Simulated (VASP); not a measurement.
# Ru (P6_3/mmc) in VASP: settings compared

Aim: see how the results for Ru move with the level of theory and the settings. Levels: LDA, PBEsol, PBE. Tasks: single point.

Everything below comes from runs of VASP 6.6.1. Logs are shortened: lines on timing, memory, paths and dates and some standing lists are left out, and cuts for length are marked.

**1. The cell of the first run**

The structure is hexagonal, space group P6_3/mmc (No. 194). Conventional cell: a = 2.675 Å, b = 2.675 Å, c = 4.223 Å, α = 90.00°, β = 90.00°, γ = 120.00°. Within 3.5 Å of Ru (site symmetry -6m2) lie 12 Ru at 2.62 to 2.68 Å.

**2. Single point, LDA**

INCAR reads:

```
PREC = Accurate
ENCUT = 500
EDIFF = 1E-6
ISMEAR = 1
SIGMA = 0.1
LREAL = False
LASPH = True
NELM = 120
ALGO = Normal
ISIF = 2
LWAVE = False
LCHARG = True
GGA = CA
LELF = True
LVHAR = True
NBANDS = 21
GGA_COMPAT = False
```

KPOINTS reads:

```
regular mesh
0
Gamma
  23 23 13
```

POSCAR reads:

```
Ru
1.0
    2.6752561188      0.0000000000      0.0000000000
   -1.3376280594      2.3168397605      0.0000000000
    0.0000000000      0.0000000000      4.2229988550
Ru
2
Direct
    0.0000000000      0.0000000000      0.0000000000
    0.3333333333      0.6666666667      0.5000000000
```

Potentials or basis: VASP PAW LDA potentials, release 64 (Ru_pv).

On the command line:

```bash
cat potpaw_LDA.64/Ru_pv/POTCAR > POTCAR
mpirun -np 1 vasp_std > vasp.out
```

OUTCAR:

```text
PREC = Accurate
   ENCUT = 500
   EDIFF = 1E-6
   ISMEAR = 1
   LREAL = False
   LASPH = True
   NELM = 120
   ISIF = 2
   GGA = CA

 ion  position               nearest neighbor table
   1  0.000  0.000  0.000-   2 2.62   2 2.62   2 2.62   2 2.62   2 2.62   2 2.62
   2  0.333  0.667  0.500-   1 2.62   1 2.62   1 2.62   1 2.62   1 2.62   1 2.62

  LATTYP: Found a hexagonal cell.
 ALAT       =     2.6752561188
 C/A-ratio  =     1.5785400229

  Lattice vectors:

 A1 = (   2.6752561188,   0.0000000000,   0.0000000000)
 A2 = (  -1.3376280594,   2.3168397605,   0.0000000000)
 A3 = (   0.0000000000,   0.0000000000,   4.2229988550)

Analysis of symmetry for initial positions (statically):
=====================================================================
 Subroutine PRICEL returns:
 Original cell was already a primitive cell.

 Routine SETGRP: Setting up the symmetry group for a
 hexagonal supercell.

 Subroutine GETGRP returns: Found 24 space group operations
 (whereof 12 operations were pure point group operations)
 out of a pool of 24 trial point group operations.

The static configuration has the point symmetry D_3h.
 The point group associated with its full space group is D_6h.

Analysis of symmetry for dynamics (positions and initial velocities):
=====================================================================
 Subroutine PRICEL returns:
 Original cell was already a primitive cell.

 Routine SETGRP: Setting up the symmetry group for a
 hexagonal supercell.

 Subroutine GETGRP returns: Found 24 space group operations
 (whereof 12 operations were pure point group operations)
 out of a pool of 24 trial point group operations.

The dynamic configuration has the point symmetry D_3h.
 The point group associated with its full space group is D_6h.

 Subroutine INISYM returns: Found 24 space group operations
 (whereof 12 operations are pure point group operations),
 and found     1 'primitive' translations

----------------------------------------------------------------------------------------

                                     Primitive cell

  volume of cell :      26.1747

  direct lattice vectors                    reciprocal lattice vectors
     2.675256119  0.000000000  0.000000000     0.373795986  0.215811213  0.000000000
    -1.337628059  2.316839761  0.000000000     0.000000000  0.431622427  0.000000000
     0.000000000  0.000000000  4.222998855     0.000000000  0.000000000  0.236798549
[... 81 lines left out ...]
   LASPH  =      T    aspherical Exc in radial PAW
   ENCUT  =  500.0 eV  36.75 Ry    6.06 a.u.   4.88  4.88  7.70*2*pi/ulx,y,z
   NELM   =    120;   NELMIN=  2; NELMDL= -5     # of ELM steps
   EDIFF  = 0.1E-05   stopping-criterion for ELM
   LREAL  =      F    real-space projection
   EDIFFG = 0.1E-04   stopping-criterion for IOM
   NSW    =      0    number of steps for IOM
   IBRION =     -1    ionic relax: 0-MD 1-quasi-New 2-CG
   NFREE  =      0    steps in history (QN), initial steepest desc. (CG)
   ISIF   =      2    stress and relaxation
   ISYM   =      2    0-nonsym 1-usesym 2-fastsym
   POTIM  = 0.5000    time-step for ionic-motion
   TEBEG  =    0.0;   TEEND  =   0.0 temperature during run
   PSTRESS=    0.0 pullay stress
   NELECT =      28.0000    total number of electrons
   NUPDOWN=      -1.0000    fix difference up-down
   EMIN   =  10.00;   EMAX   =-10.00  energy-range for DOS
   EFERMI =   0.00;   METHOD = LEGACY
   ISMEAR =     1;   SIGMA  =   0.10  broadening in eV -4-tet -1-fermi 0-gaus
   EFERMI_NEDOS =   21; number of points for ismear=-14 and -15
   IALGO  =     38    algorithm
   IMIX   =      4    mixing-type and parameters
     AMIX     =   0.40;   BMIX     =  1.00
     AMIX_MAG =   1.60;   BMIX_MAG =  1.00
  volume/ion in A,a.u.               =      13.09        88.32
  Fermi-wavevector in a.u.,A,eV,Ry     =   1.674300  3.163969 38.140968  2.803282
  Thomas-Fermi vector in A             =   2.759120
   LORBIT       =      0    0 simple, 1 ext, 2 COOP (PROOUT), +10 PAW based schemes
   GGA     = CA    functional components
   LHFCALC =     F    Hartree Fock is set to
   AEXX    =    0.0000 exact exchange contribution
   IVDW    =     0    specifies the selected vdW correction
   LEPSILON=     F    determine dielectric tensor
   LRPA    =     F    only Hartree local field effects (RPA)
 non-spin polarized calculation
 Methfessel and Paxton  Order N= 1 SIGMA  =   0.10
  energy-cutoff  :      500.00
  volume of cell :       26.17
 maximum number of plane-waves:       695
 NGX is ok and might be reduce to    20
   NGX =  9   NGY =  9   NGZ = 15

 number of electron      27.9999996 magnetization

 Free energy of the ion-electron system (eV)
  ---------------------------------------------------
  ext. energy  EPLUGINS =         0.00000000
  ---------------------------------------------------
  free energy    TOTEN  =       -21.39253346 eV

  energy without entropy =      -21.39282198  energy(sigma->0) =      -21.39262963

 E-fermi :  13.4033     XC(G=0): -14.6078

 val. band max:       13.4004149776   @ k =   0.0435   0.0000   0.3846
 cond. band min:      13.4178685056   @ k =   0.0000   0.0000   0.3846
 fundamental gap:      0.0174535281
 Fermi energy:        13.4032964854

 k-point     1 :       0.0000    0.0000    0.0000
  band No.  band energies     occupation
      1     -30.2323      2.00000
      2     -29.1668      2.00000
      3     -29.1668      2.00000
      4     -28.9708      2.00000
      5     -28.9708      2.00000
      6     -28.9147      2.00000
[... 565 lines left out ...]
     20      23.3134      0.00000
     21      24.0146      0.00000

 [... further k-points ...]

------------------------ aborting loop because EDIFF is reached ----------------------------------------

  FORCE on cell =-STRESS in cart. coord.  units (eV):
  Direction    XX          YY          ZZ          XY          YZ          ZX
  --------------------------------------------------------------------------------------
  -------------------------------------------------------------------------------------
  Total        0.1449014      0.1449014      0.1612282      0.0000000      0.0000000      0.0000000
  in kB        8.8695368      8.8695368      9.8689144      0.0000000      0.0000000      0.0000000
  external PRESSURE =       9.2026627 kB  Pullay stress =       0.0000000 kB

 VOLUME and BASIS-vectors are now :
 -----------------------------------------------------------------------------
  energy-cutoff  :      500.00
  volume of cell :       26.17
      direct lattice vectors                 reciprocal lattice vectors
     2.675256119  0.000000000  0.000000000     0.373795986  0.215811213  0.000000000
    -1.337628059  2.316839761  0.000000000     0.000000000  0.431622427  0.000000000
     0.000000000  0.000000000  4.222998855     0.000000000  0.000000000  0.236798549

 POSITION                                       TOTAL-FORCE (eV/Angst)
 -----------------------------------------------------------------------------------
      0.00000      0.00000      0.00000         0.000000     -0.000000      0.000000
     -0.00000      1.54456      2.11150        -0.000000      0.000000      0.000000
 -----------------------------------------------------------------------------------
    total drift:                                0.000000     -0.000000     -0.000000

  FREE ENERGIE OF THE ION-ELECTRON SYSTEM (eV)
  ---------------------------------------------------
  free  energy   TOTEN  =       -21.3925334598 eV

  energy  without entropy=      -21.3928219821  energy(sigma->0) =      -21.39262963
```

OSZICAR:

```text
N       E                     dE             d eps       ncg     rms          rms(c)
DAV:   1     0.282282048217E+03    0.28228E+03   -0.16397E+04 16472   0.142E+03
DAV:   2    -0.168524150748E+02   -0.29913E+03   -0.29004E+03 16812   0.441E+02
DAV:   3    -0.228039876258E+02   -0.59516E+01   -0.59139E+01 19754   0.701E+01
DAV:   4    -0.228463358666E+02   -0.42348E-01   -0.42272E-01 19179   0.587E+00
DAV:   5    -0.228470148692E+02   -0.67900E-03   -0.67518E-03 19138   0.651E-01    0.201E+01
DAV:   6    -0.214971934425E+02    0.13498E+01   -0.30385E+00 18934   0.167E+01    0.553E+00
DAV:   7    -0.214045278339E+02    0.92666E-01   -0.46449E-01 18654   0.485E+00    0.113E+00
DAV:   8    -0.213931806405E+02    0.11347E-01   -0.16225E-02 17899   0.128E+00    0.375E-01
DAV:   9    -0.213925095153E+02    0.67113E-03   -0.62970E-04 18864   0.267E-01    0.271E-02
DAV:  10    -0.213925335291E+02   -0.24014E-04   -0.18474E-05 18379   0.437E-02    0.911E-03
DAV:  11    -0.213925334598E+02    0.69308E-07   -0.36125E-06 18446   0.187E-02
   1 F= -.21392533E+02 E0= -.21392630E+02  d E =0.288522E-03
```

stdout:

```text
POSCAR found type information on POSCAR Ru
 POSCAR found :  1 types and       2 ions
 scaLAPACK will be used
 LDA part: xc-table for (Slater(with rela. corr.)+CA(PZ))
 , standard interpolation
 POSCAR, INCAR and KPOINTS ok, starting setup
 FFT: planning ... GRIDC
 FFT: planning ... GRID_SOFT
 FFT: planning ... GRID
 WAVECAR not read
 entering main loop
```

Run time: 88 s. Hardware: 1 thread of Intel Xeon 6975P-C, shared host; peak memory 0.26 GiB.

What came out:

```yaml
Free_energy: -21.3925 eV
Pressure: 0.9 GPa
Band_gap_on_the_k_mesh: zero (band 14 reaches 15.06 eV, above the bottom of band 15 at 11.71 eV)
```

Levels at points of the mesh, in eV from the Fermi level:
```
           k point  band 11  band 12  band 13  band 14  band 15  band 16  band 17  band 18
(0.00, 0.00, 0.00)    -2.57    -2.06    -2.06    -1.51    -1.51     1.24     1.24     1.35
```

**3. Single point, PBEsol**

This run uses another cell than the first one, of 13.32 Å³/atom, 1.018 times its volume.

INCAR reads:

```
PREC = Accurate ; ENCUT = 500
EDIFF = 1E-6 ; ISMEAR = 1
SIGMA = 0.1 ; LREAL = False
LASPH = True ; NELM = 120
ALGO = Normal ; ISIF = 2
LWAVE = False ; LCHARG = False
GGA = PS ; NBANDS = 21
GGA_COMPAT = False
```

KPOINTS reads:

```
Automatic mesh
0
Gamma
  23 23 13
```

POSCAR reads:

```
Ru
1.0
    2.6909056939      0.0000000000      0.0000000000
   -1.3454528470      2.3303926901      0.0000000000
    0.0000000000      0.0000000000      4.2481634394
Ru
2
Direct
    0.0000000000      0.0000000000      0.0000000000
    0.3333333333      0.6666666667      0.5000000000
```

Potentials or basis: VASP PAW PBE potentials, release 64 (Ru_pv).

On the command line:

```bash
cat potpaw_PBE.64/Ru_pv/POTCAR > POTCAR
mpirun -np 1 vasp_std > vasp.out
```

It took 84 s on 1 thread of Intel Xeon 6975P-C, shared host; peak memory 0.27 GiB.

Results (log left out):

- Free energy: -20.3443 eV
- Pressure: -0.1 GPa
- Band gap on the k mesh: zero (band 14 reaches 14.67 eV, above the bottom of band 15 at 11.43 eV)

Levels at points of the mesh, in eV from the Fermi level:
```csv
k point,band 10,band 11,band 12,band 13,band 14,band 15,band 16,band 17,band 18,band 19
"(0.00, 0.00, 0.00)",-2.71,-2.50,-2.00,-2.00,-1.47,-1.47,1.21,1.21,1.27,10.19
```

Caveat: the PAW data sets were made with another functional, which shifts forces and pressure a little.

**4. Single point, PBE**

This run uses another cell than the first one, of 13.76 Å³/atom, 1.051 times its volume.

INCAR reads:

```
PREC = Accurate
ENCUT = 500
EDIFF = 1E-6
ISMEAR = 1
SIGMA = 0.1
LREAL = F
LASPH = T
NELM = 120
ALGO = Normal
ISIF = 2
LWAVE = F
LCHARG = F
GGA = PE
NBANDS = 21
GGA_COMPAT = F
```

KPOINTS reads:

```
regular mesh
0
Gamma
  23 23 13
```

POSCAR reads:

```
Ru
1.0
    2.7208297657      0.0000000000      0.0000000000
   -1.3604148829      2.3563076965      0.0000000000
    0.0000000000      0.0000000000      4.2928409238
Ru
2
Direct
    0.0000000000      0.0000000000      0.0000000000
    0.3333333333      0.6666666667      0.5000000000
```

On the command line:

```bash
cat potpaw_PBE.64/Ru_pv/POTCAR > POTCAR
mpirun -np 1 vasp_std > vasp.out
```

Wall time 1.8 min (1 thread of Intel Xeon 6975P-C, shared host); peak memory 0.27 GiB.

The run converged. Its results:

| Item | Value |
| --- | --- |
| Free energy | -18.4704 eV |
| Pressure | 0.0 GPa |
| Band gap on the k mesh | zero (band 14 reaches 14.14 eV, above the bottom of band 15 at 11.05 eV) |

Levels at points of the mesh, in eV from the Fermi level:
```tsv
k point	band 12	band 13	band 14	band 15	band 16	band 17
(0.00, 0.00, 0.00)	-1.90	-1.90	-1.40	-1.40	1.14	1.14
```

**5. Summary**

| level | potentials or basis | cell | gap on the mesh (eV) | pressure (GPa) |
| --- | --- | --- | --- | --- |
| LDA | VASP PAW LDA potentials, release 64 (Ru_pv) | a = 2.675, b = 2.675, c = 4.223 Å, angles 90.0, 90.0, 120.0°, 2 atoms | none | 0.9 |
| PBEsol | VASP PAW PBE potentials, release 64 (Ru_pv) | a = 2.691, b = 2.691, c = 4.248 Å, angles 90.0, 90.0, 120.0°, 2 atoms | none | -0.1 |
| PBE | VASP PAW PBE potentials, release 64 (Ru_pv) | a = 2.721, b = 2.721, c = 4.293 Å, angles 90.0, 90.0, 120.0°, 2 atoms | none | 0.0 |

Alike in all rows: task single point; no spin polarisation; k mesh 23 × 23 × 13; cutoff (eV) 500; smearing methfessel-paxton 0.1 eV.

Caveats: the PAW data sets were made with another functional, which shifts forces and pressure a little (some runs).

Absolute energies hang on the potentials; compare differences alone.
